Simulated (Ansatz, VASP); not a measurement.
# SiC: VASP beside Ansatz

The input INCAR:

```
PREC     = Accurate       # precision mode
ENCUT    = 520            # plane-wave cutoff, eV
EDIFF    = 1E-6           # SCF threshold, eV
ISMEAR   = -1             # smearing method
SIGMA    = 0.02           # smearing width, eV
LREAL    = False          # projectors in reciprocal space
LASPH    = True           # aspherical terms in the spheres
NELM     = 60             # most SCF steps
ALGO     = Normal         # electronic algorithm
ISIF     = 2              # what is computed and relaxed
LWAVE    = False          # write WAVECAR
LCHARG   = False          # write CHGCAR
GGA      = PE             # functional
NBANDS   = 26             # bands
```

Contents of KPOINTS:

```
Automatic mesh
0
Gamma
  12 12 4
```

POSCAR

```
SiC
1.0
    3.0775549631      0.0000000000      0.0000000000
   -1.5387774815      2.6652407796      0.0000000000
    0.0000000000      0.0000000000     10.0767216786
Si C
4 4
Direct
    0.6666666667      0.3333333333      0.9378415298
    0.3333333333      0.6666666667      0.4378415298
    0.0000000000      0.0000000000      0.6878903911
    0.0000000000      0.0000000000      0.1878903911
    0.6666666667      0.3333333333      0.7498007691
    0.3333333333      0.6666666667      0.2498007691
    0.0000000000      0.0000000000      0.5004663101
    0.0000000000      0.0000000000      0.0004663101
```

Input for Ansatz:

```yaml
crystal:
  lattice:
    - [3.0775549631, 0.0, 0.0]
    - [-1.5387774815, 2.6652407796, 0.0]
    - [0.0, 0.0, 10.0767216786]
  atoms:
    - { symbol: Si, position: [0.6666666667, 0.3333333333, 0.9378415298] }
    - { symbol: Si, position: [0.3333333333, 0.6666666667, 0.4378415298] }
    - { symbol: Si, position: [0.0, 0.0, 0.6878903911] }
    - { symbol: Si, position: [0.0, 0.0, 0.1878903911] }
    - { symbol: C, position: [0.6666666667, 0.3333333333, 0.7498007691] }
    - { symbol: C, position: [0.3333333333, 0.6666666667, 0.2498007691] }
    - { symbol: C, position: [0.0, 0.0, 0.5004663101] }
    - { symbol: C, position: [0.0, 0.0, 0.0004663101] }
kpoints:
  mp_grid: { grid: [12, 12, 4] }
  band_path:
    path:
      - [[0.0, 0.0, 0.0], [0.5, 6.435772311661e-17, 3.390353056491e-18], [0.3333333333333, 0.3333333333333, 1.542043910795e-18], [0.0, 0.0, 0.0], [-4.08715380429e-36, 4.642043747036e-36, 0.5], [0.5, 6.422841195019e-17, 0.5], [0.3333333333333, 0.3333333333333, 0.5], [-4.08715380429e-36, 4.642043747036e-36, 0.5]]
      - [[0.5, 6.422841195019e-17, 0.5], [0.5, 6.435772311661e-17, 3.390353056491e-18]]
      - [[0.3333333333333, 0.3333333333333, 0.5], [0.3333333333333, 0.3333333333333, 1.542043910795e-18]]
    npoints: 10
hamiltonian:
  xc: pbe
scf:
  occupations: { method: fermi_dirac, width: 0.02 }
  n_extra_bands: 6
output:
  forces: true
  stress: true
  eigenvalues: true
```

Alike in both runs: task single point; functional PBE; k mesh 12 × 12 × 4; occupations fermi-dirac, width 0.02 eV; no spin polarisation.

|  | VASP | Ansatz |
| --- | --- | --- |
| version | VASP 6.6.1 | Ansatz 0.2.0 |
| potentials or method | VASP PAW PBE potentials, release 64 (Si, C) | plane waves, PAW |
| plane-wave cutoff (eV) | 520 | 420 |
| valence electrons in the cell | 32 | 32 |

VASP gave:

| Item | Value |
| --- | --- |
| gap on the k mesh at the Fermi level (eV) | 2.22 |
| pressure (GPa) | 3.5 |
| traceless stress, the component that is largest in VASP (GPa) | -0.08 |

**Question.** Which values does Ansatz return?

**Answer.** gap on the k mesh at the Fermi level (eV): 2.23; pressure (GPa): 3.5; traceless stress, the component that is largest in VASP (GPa): -0.08.

With one functional, cell and mesh, what is left measures potentials, basis and numerics.
